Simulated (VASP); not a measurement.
Crystal: Pd.

```
Pd
1.0
     0.00000    1.94650    1.94650
     1.94650    0.00000    1.94650
     1.94650    1.94650    0.00000
Pd
1
Cartesian
  0.0000 0.0000 0.0000
```

Base run:

* Program: VASP 6.6.1
* Functional: PBE exchange alone
* Potentials or basis: VASP PAW PBE potentials, release 64 (Pd)
* Cutoff: 520 eV
* k mesh: 12 × 12 × 12
* Occupations: fermi-dirac, width 0.05 eV
* Spin: no spin polarisation

Its results: band gap on the k mesh zero (bands 5 and 6 overlap by 1.61 eV); pressure 32.9 GPa.

Problem. The run is repeated on the same cell with these changes: functional from PBE exchange alone to PBEsol-based screened hybrid with 25 % exact exchange; k mesh from 12 × 12 × 12 to 6 × 6 × 6. What comes out?

Solution. Band gap on the k mesh zero (bands 5 and 6 overlap by 2.27 eV); pressure -4.9 GPa.

Several settings changed at once.

Caveats: some runs use coarse meshes; the cell stands under pressure (at least some runs); the PAW data sets were made with another functional, which shifts forces and pressure a little (at least some runs).
